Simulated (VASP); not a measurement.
# AlRh in VASP: a series of runs

The runs below take AlRh through single point, with PBE.

Program: VASP 6.6.1. These are calculated values, not measurements. Logs are shortened: lines on timing, memory, paths and dates and some standing lists are left out, and cuts for length are marked.

### Step 1. The cell of the first run

The cell holds a disordered packing, 8 atoms: a = 5.647 Å, b = 4.399 Å, c = 4.583 Å, α = 83.05°, β = 89.23°, γ = 99.52°.

### Step 2. Single point, PBE

The input, INCAR:

```
PREC = Accurate
ENCUT = 520
EDIFF = 1E-6
ISMEAR = 1
SIGMA = 0.15
LREAL = F
LASPH = T
NELM = 80
ALGO = Normal
ISIF = 2
LWAVE = F
LCHARG = F
GGA = PE
NBANDS = 46
```

The input, KPOINTS:

```
Automatic mesh
0
Gamma
  3 4 3
```

The input, POSCAR:

```
AlRh
1.0
    5.6296620000     -0.4470090000     -0.0303290000
   -0.3814430000      4.3723200000      0.2986780000
    0.1062790000      0.2550410000      4.5744190000
Rh Al
4 4
Direct
    0.5851648025      0.4866895333      0.3314508371
    0.2668803225      0.3456429129      0.9250845363
    0.7859111500      0.0659479458      0.8935184334
    0.1059796118      0.5871536603      0.4152397003
    0.9470712989      0.0829371197      0.4051457097
    0.9368617510      0.5924872471      0.9188749815
    0.4988062512      0.9090481756      0.5437806646
    0.3789527671      0.8801945827      0.0715764124
```

Potentials or basis: VASP PAW PBE potentials, release 64 (Rh_pv, Al).

Command:

```bash
$ cat potpaw_PBE.64/Rh_pv/POTCAR potpaw_PBE.64/Al/POTCAR > POTCAR
$ mpirun -np 1 vasp_std > vasp.out
```

OUTCAR:

```text
PREC = Accurate
   ENCUT = 520
   EDIFF = 1E-6
   ISMEAR = 1
   LREAL = F
   LASPH = T
   NELM = 80
   ISIF = 2
   GGA = PE

 ion  position               nearest neighbor table
   1  0.585  0.487  0.331-   7 2.32   8 2.44   7 2.57   2 2.66   6 2.67   4 2.84   5 2.92   4 2.94
                             3 3.09   5 3.10   8 3.11   2 3.18   3 3.20   3 3.31
   2  0.267  0.346  0.925-   8 2.27   6 2.31   8 2.51   1 2.66   4 2.68   4 2.80   3 2.80   5 2.83
                             7 2.95   7 3.17   1 3.18   5 3.22
   3  0.786  0.066  0.894-   6 2.35   6 2.37   7 2.38   5 2.39   8 2.40   5 2.53   2 2.80   1 3.09
                             1 3.20   4 3.26   1 3.31   7 3.31
   4  0.106  0.587  0.415-   5 2.26   8 2.30   6 2.48   5 2.49   6 2.49   7 2.54   2 2.68   2 2.80
                             1 2.84   1 2.94   3 3.26
   5  0.947  0.083  0.405-   4 2.26   3 2.39   4 2.49   3 2.53   7 2.57   2 2.83   1 2.92   6 2.97
                             6 2.99   1 3.10   8 3.17   2 3.22   6 3.28
   6  0.937  0.592  0.919-   2 2.31   3 2.35   3 2.37   4 2.48   4 2.49   1 2.67   8 2.75   5 2.97
                             5 2.99   5 3.28
   7  0.499  0.909  0.544-   8 2.29   1 2.32   3 2.38   8 2.49   4 2.54   5 2.57   1 2.57   2 2.95
                             2 3.17   3 3.31
   8  0.379  0.880  0.072-   2 2.27   7 2.29   4 2.30   3 2.40   1 2.44   7 2.49   2 2.51   6 2.75
                             1 3.11   5 3.17

  LATTYP: Found a triclinic cell.
 ALAT       =    11.4229389114
 B/A-ratio  =     1.0621068619
 C/A-ratio  =     1.2311363884
 COS(alpha) =     0.0087661227
 COS(beta)  =     0.5490487133
 COS(gamma) =     0.8386147222

  Lattice vectors:

 A1 = ( -10.8778810000,  -3.4783020000,  -0.2380200000)
 A2 = ( -11.1530450000,   1.1490590000,   4.6350770000)
 A3 = (  -5.0793340000,  -8.8077130000,  -9.7158650000)

Analysis of symmetry for initial positions (statically):
=====================================================================
 Subroutine PRICEL returns:
 Original cell was already a primitive cell.

 Routine SETGRP: Setting up the symmetry group for a
 triclinic supercell.

 Subroutine GETGRP returns: Found  1 space group operations
 (whereof  1 operations were pure point group operations)
 out of a pool of  2 trial point group operations.

The static configuration has the point symmetry C_1 .

Analysis of symmetry for dynamics (positions and initial velocities):
=====================================================================
 Subroutine PRICEL returns:
 Original cell was already a primitive cell.

 Routine SETGRP: Setting up the symmetry group for a
 triclinic supercell.

 Subroutine GETGRP returns: Found  1 space group operations
 (whereof  1 operations were pure point group operations)
 out of a pool of  2 trial point group operations.

The dynamic configuration has the point symmetry C_1 .

 Subroutine INISYM returns: Found  1 space group operations
 (whereof  1 operations are pure point group operations),
 and found     1 'primitive' translations

----------------------------------------------------------------------------------------

                                     Primitive cell

  volume of cell :     111.3919

  direct lattice vectors                    reciprocal lattice vectors
     5.629662000 -0.447009000 -0.030329000     0.178869792  0.015949302 -0.005044975
    -0.381443000  4.372320000  0.298678000     0.018287425  0.231216569 -0.013316068
     0.106279000  0.255041000  4.574419000    -0.000008112 -0.014991101  0.219442995

  length of vectors
     5.647462362  4.399078255  4.582755757     0.179650312  0.232320574  0.219954453

  position of ions in fractional coordinates (direct lattice)
     0.585164803  0.486689533  0.331450837
     0.266880323  0.345642913  0.925084536
     0.785911150  0.065947946  0.893518433
     0.105979612  0.587153660  0.415239700
     0.947071299  0.082937120  0.405145710
     0.936861751  0.592487247  0.918874981
     0.498806251  0.909048176  0.543780665
     0.378952767  0.880194583  0.071576412

  ion indices of the primitive-cell ions
   primitive index   ion index
                 1           1
                 2           2
                 3           3
                 4           4
                 5           5
                 6           6
                 7           7
                 8           8

----------------------------------------------------------------------------------------

 KPOINTS: Automatic mesh

Automatic generation of k-mesh.
 Grid dimensions read from file:
 generate k-points for:    3    4    3

 Generating k-lattice:

  Cartesian coordinates                     Fractional coordinates (reciprocal lattice)
     0.059623264  0.005316434 -0.001681658     0.333333333  0.000000000  0.000000000
     0.004571856  0.057804142 -0.003329017    -0.000000000  0.250000000 -0.000000000
    -0.000002704 -0.004997034  0.073147665     0.000000000  0.000000000  0.333333333

  Length of vectors
     0.059883437  0.058080144  0.073318151

  Shift w.r.t. Gamma in fractional coordinates (k-lattice)
     0.000000000  0.000000000  0.000000000

 Subroutine IBZKPT returns following result:
 ===========================================

 Found     19 irreducible k-points:

 Following reciprocal coordinates:
            Coordinates               Weight
  0.000000  0.000000  0.000000      1.000000
  0.333333  0.000000  0.000000      2.000000
  0.000000  0.250000 -0.000000      2.000000
  0.333333  0.250000 -0.000000      2.000000
 -0.333333  0.250000 -0.000000      2.000000
  0.000000  0.500000 -0.000000      1.000000
[... 11 lines left out ...]
  0.333333 -0.250000  0.333333      2.000000
 -0.333333 -0.250000  0.333333      2.000000
   k-points           NKPTS =     19   k-points in BZ     NKDIM =     19   number of bands    NBANDS=     46
   number of dos      NEDOS =    301   number of ions     NIONS =      8
   total plane-waves  NPLWV =  54432
   dimension x,y,z NGX =    42 NGY =   36 NGZ =   36
   dimension x,y,z NGXF=    84 NGYF=   72 NGZF=   72
   ions per type =               4   4
   NGX,Y,Z   is equivalent  to a cutoff of  12.36, 13.60, 13.06 a.u.
   NGXF,Y,Z  is equivalent  to a cutoff of  24.73, 27.21, 26.12 a.u.
 SYSTEM =  unknown system
   PREC   = accura    normal or accurate (medium, high low for compatibility)
   ISTART =      0    job   : 0-new  1-cont  2-samecut
   ICHARG =      2    charge: 1-file 2-atom 10-const
   ISPIN  =      1    spin polarized calculation?
   LNONCOLLINEAR =      F non collinear calculations
   LSORBIT =      F    spin-orbit coupling
   LASPH  =      T    aspherical Exc in radial PAW
   ENCUT  =  520.0 eV  38.22 Ry    6.18 a.u.  10.50  8.18  8.52*2*pi/ulx,y,z
   NELM   =     80;   NELMIN=  2; NELMDL= -5     # of ELM steps
   EDIFF  = 0.1E-05   stopping-criterion for ELM
   LREAL  =      F    real-space projection
   EDIFFG = 0.1E-04   stopping-criterion for IOM
   NSW    =      0    number of steps for IOM
   IBRION =     -1    ionic relax: 0-MD 1-quasi-New 2-CG
   NFREE  =      0    steps in history (QN), initial steepest desc. (CG)
   ISIF   =      2    stress and relaxation
   ISYM   =      2    0-nonsym 1-usesym 2-fastsym
   POTIM  = 0.5000    time-step for ionic-motion
   TEBEG  =    0.0;   TEEND  =   0.0 temperature during run
   PSTRESS=    0.0 pullay stress
   NELECT =      72.0000    total number of electrons
   NUPDOWN=      -1.0000    fix difference up-down
   EMIN   =  10.00;   EMAX   =-10.00  energy-range for DOS
   EFERMI =   0.00;   METHOD = LEGACY
   ISMEAR =     1;   SIGMA  =   0.15  broadening in eV -4-tet -1-fermi 0-gaus
   EFERMI_NEDOS =   21; number of points for ismear=-14 and -15
   IALGO  =     38    algorithm
   IMIX   =      4    mixing-type and parameters
     AMIX     =   0.40;   BMIX     =  1.00
     AMIX_MAG =   1.60;   BMIX_MAG =  1.00
  volume/ion in A,a.u.               =      13.92        93.96
  Fermi-wavevector in a.u.,A,eV,Ry     =   1.415471  2.674853 27.260080  2.003559
  Thomas-Fermi vector in A             =   2.536906
   LORBIT       =      0    0 simple, 1 ext, 2 COOP (PROOUT), +10 PAW based schemes
   GGA     = PE    functional components
   LHFCALC =     F    Hartree Fock is set to
   AEXX    =    0.0000 exact exchange contribution
   IVDW    =     0    specifies the selected vdW correction
   LEPSILON=     F    determine dielectric tensor
   LRPA    =     F    only Hartree local field effects (RPA)
 non-spin polarized calculation
 Methfessel and Paxton  Order N= 1 SIGMA  =   0.15
  energy-cutoff  :      520.00
  volume of cell :      111.39
 maximum number of plane-waves:      3014
 NGX is ok and might be reduce to    42
   NGX = 21   NGY = 17   NGZ = 17

 number of electron      71.9999994 magnetization

 Free energy of the ion-electron system (eV)
  ---------------------------------------------------
  ext. energy  EPLUGINS =         0.00000000
  ---------------------------------------------------
  free energy    TOTEN  =       -46.24684401 eV

  energy without entropy =      -46.24030427  energy(sigma->0) =      -46.24466410

 E-fermi :  10.2120     XC(G=0): -12.2477

 val. band max:       10.1987546858   @ k =  -0.3333   0.2500   0.3333
 cond. band min:      10.2149007366   @ k =   0.3333   0.2500   0.3333
 fundamental gap:      0.0161460508
 Fermi energy:        10.2119517586

 k-point     1 :       0.0000    0.0000    0.0000
  band No.  band energies     occupation
      1     -36.0612      2.00000
      2     -36.0448      2.00000
      3     -35.9902      2.00000
      4     -35.9557      2.00000
      5     -35.9295      2.00000
      6     -35.8693      2.00000
[... 38 lines left out ...]
     45      16.0844      0.00000
     46      16.3122      0.00000

 k-point     2 :       0.3333    0.0000    0.0000
  band No.  band energies     occupation
      1     -36.0540      2.00000
      2     -36.0420      2.00000
      3     -35.9903      2.00000
      4     -35.9577      2.00000
      5     -35.9200      2.00000
      6     -35.8764      2.00000
[... 38 lines left out ...]
     45      16.1039      0.00000
     46      16.4453      0.00000

 k-point     3 :       0.0000    0.2500   -0.0000
  band No.  band energies     occupation
      1     -36.0606      2.00000
      2     -36.0447      2.00000
      3     -35.9902      2.00000
      4     -35.9586      2.00000
      5     -35.9271      2.00000
      6     -35.8714      2.00000
[... 38 lines left out ...]
     45      16.1023      0.00000
     46      16.4333      0.00000

 k-point     4 :       0.3333    0.2500   -0.0000
  band No.  band energies     occupation
      1     -36.0543      2.00000
      2     -36.0413      2.00000
      3     -35.9903      2.00000
      4     -35.9593      2.00000
      5     -35.9175      2.00000
      6     -35.8784      2.00000
[... 675 lines left out ...]
     45      16.9267      0.00000
     46      17.5764      0.00000

 k-point    18 :       0.3333   -0.2500    0.3333
  band No.  band energies     occupation
      1     -36.0581      2.00000
      2     -36.0408      2.00000
      3     -36.0016      2.00000
      4     -35.9590      2.00000
      5     -35.9178      2.00000
      6     -35.8595      2.00000
[... 38 lines left out ...]
     45      17.0586      0.00000
     46      17.3037      0.00000

 k-point    19 :      -0.3333   -0.2500    0.3333
  band No.  band energies     occupation
      1     -36.0573      2.00000
      2     -36.0443      2.00000
      3     -35.9996      2.00000
      4     -35.9547      2.00000
      5     -35.9153      2.00000
      6     -35.8590      2.00000
[... 38 lines left out ...]
     45      16.3853      0.00000
     46      16.8686      0.00000

------------------------ aborting loop because EDIFF is reached ----------------------------------------

  FORCE on cell =-STRESS in cart. coord.  units (eV):
  Direction    XX          YY          ZZ          XY          YZ          ZX
  --------------------------------------------------------------------------------------
  -------------------------------------------------------------------------------------
  Total       13.1528644     15.1270084     16.7083882     -0.3170276      2.1453209      2.5050408
  in kB      189.1808875    217.5754862    240.3208614     -4.5598856     30.8566788     36.0306184
  external PRESSURE =     215.6924117 kB  Pullay stress =       0.0000000 kB

 VOLUME and BASIS-vectors are now :
 -----------------------------------------------------------------------------
  energy-cutoff  :      520.00
  volume of cell :      111.39
      direct lattice vectors                 reciprocal lattice vectors
     5.629662000 -0.447009000 -0.030329000     0.178869792  0.015949302 -0.005044975
    -0.381443000  4.372320000  0.298678000     0.018287425  0.231216569 -0.013316068
     0.106279000  0.255041000  4.574419000    -0.000008112 -0.014991101  0.219442995

 POSITION                                       TOTAL-FORCE (eV/Angst)
 -----------------------------------------------------------------------------------
      3.14386      1.95092      1.64381         2.129086     -1.483136      0.174141
      1.46892      1.62790      4.32687         1.077370      0.064538     -1.290326
      4.49422      0.16492      4.08319        -1.139698      0.212337      0.618879
      0.41679      2.62575      2.07164        -0.319378      1.334320      0.899552
      5.34311      0.04261      1.84935         0.798338     -1.709834     -0.892262
      5.14587      2.40611      4.35187        -1.535565      1.231187     -0.092268
      2.51915      3.89037      2.74387        -0.784424      0.825827      2.132163
      1.80524      3.69735      0.57882        -0.225728     -0.475238     -1.549880
 -----------------------------------------------------------------------------------
    total drift:                                0.000164     -0.000383      0.000109

  FREE ENERGIE OF THE ION-ELECTRON SYSTEM (eV)
  ---------------------------------------------------
  free  energy   TOTEN  =       -46.2468440089 eV

  energy  without entropy=      -46.2403042680  energy(sigma->0) =      -46.24466410
```

It took 3.3 min on 1 thread of AMD EPYC 7R43 (Zen 3), shared host; peak memory 0.22 GiB.

Results:

```
Free energy            : -46.2468 eV
Pressure               : 21.6 GPa
Largest force          : 2.601 eV/Å
Band gap on the k mesh : zero (bands 36 and 37 overlap by 0.63 eV)
```

Forces on the atoms (eV/Å):
```
Rh   2.129 -1.483  0.174
Rh   1.077  0.065 -1.290
Rh  -1.140  0.212  0.619
Rh  -0.319  1.334  0.900
Al   0.798 -1.710 -0.892
Al  -1.536  1.231 -0.092
Al  -0.784  0.826  2.132
Al  -0.226 -0.475 -1.550
```

Stress tensor (GPa, compression positive):
```
18.92 -0.46  3.60
-0.46 21.76  3.09
 3.60  3.09 24.03
```

Caveat: the k points lie up to 0.46 Å⁻¹ apart, too coarse for converged energies and pressures of a metal.

### Step 3. Single point, PBE

The input, INCAR:

```
PREC = Accurate
ENCUT = 520
EDIFF = 1E-6
ISMEAR = -1
SIGMA = 0.1
LREAL = False
LASPH = True
NELM = 80
ALGO = Normal
ISIF = 2
LWAVE = False
LCHARG = True
GGA = PE
LELF = True
LVHAR = True
NBANDS = 46
```

The input, KPOINTS:

```
Automatic mesh
0
Gamma
  3 4 4
  0.5 0.5 0
```

The input, POSCAR:

```
AlRh
1.0
    5.6296620000     -0.4470090000     -0.0303290000
   -0.3814430000      4.3723200000      0.2986780000
    0.1062790000      0.2550410000      4.5744190000
Rh Al
4 4
Direct
    0.6920310000      0.3645150000      0.3785430000
    0.2822970000      0.4111850000      0.9185600000
    0.6789250000      0.2083620000      0.8890880000
    0.1407460000      0.5035290000      0.4215770000
    0.9715110000      0.0409510000      0.2288100000
    0.7537210000      0.7206050000      0.9463260000
    0.5293480000      0.7931650000      0.5368470000
    0.3161750000      0.9017190000      0.0654000000
```

Potentials or basis: VASP PAW PBE potentials, release 64 (Rh_pv, Al).

Command:

```bash
$ cat potpaw_PBE.64/Rh_pv/POTCAR potpaw_PBE.64/Al/POTCAR > POTCAR
$ mpirun -np 1 vasp_std > vasp.out
```

Wall time 4.2 min (1 thread of Intel Xeon 8259CL, shared host); peak memory 0.27 GiB.

It converged, with:

```yaml
Free_energy: -41.9214 eV
Pressure: 41.5 GPa
Largest_force: 3.338 eV/Å
Band_gap_on_the_k_mesh: zero (bands 36 and 37 overlap by 0.23 eV)
```

Forces in eV/Å, atoms in the order of the input:
```
Rh  -1.526  1.279  0.332
Rh  -0.649  0.210 -0.876
Rh   1.352 -2.287 -0.993
Rh  -0.661  1.104  1.165
Al  -0.385  1.029  3.152
Al   1.244 -1.799 -0.491
Al  -0.889  1.117 -1.253
Al   1.514 -0.653 -1.036
```

Stress tensor (GPa, compression positive):
```
30.02 -1.89  3.58
-1.89 40.97  5.30
 3.58  5.30 53.51
```

Levels at points of the mesh, in eV from the Fermi level:
| k point | band 33 | band 34 | band 35 | band 36 | band 37 | band 38 | band 39 | band 40 |
| --- | --- | --- | --- | --- | --- | --- | --- | --- |
| (0.17, 0.12, 0.00) | -1.43 | -1.08 | -0.82 | -0.25 | 0.17 | 1.53 | 1.65 | 2.49 |

Caveat: the k points lie up to 0.38 Å⁻¹ apart.
